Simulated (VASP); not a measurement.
BP:

```
CELL_PARAMETERS angstrom
0.00000 2.26832 2.24563
2.26832 0.00000 2.24563
2.26832 2.26832 0.00000
ATOMIC_POSITIONS crystal
B 0.00000 0.00000 0.00000
P 0.25000 0.25000 0.25000
```

This cell differs from its parent crystal: uniaxial z strain -1.0%.

Base run:

```yaml
Program: VASP 6.6.1
Functional: PBE
Potentials_or_basis: VASP PAW PBE potentials, release 64 (B, P)
Cutoff: 520 eV
k_mesh: 10 × 10 × 10
Occupations: fermi-dirac, width 0.02 eV
Spin: no spin polarisation
```

Its results: band gap on the k mesh 1.07 eV, indirect (least direct gap 3.31 eV); pressure 2.7 GPa.

The run is repeated on the same cell with these changes: functional from PBE to r2SCAN; occupations from fermi-dirac, width 0.02 eV to gaussian, width 0.01 eV. What comes out?

Band gap on the k mesh 1.27 eV, indirect (least direct gap 3.55 eV); pressure 1.2 GPa.

Caveats: the PAW data sets were made with another functional, which shifts forces and pressure a little (some runs).

A k mesh can miss the band edges.
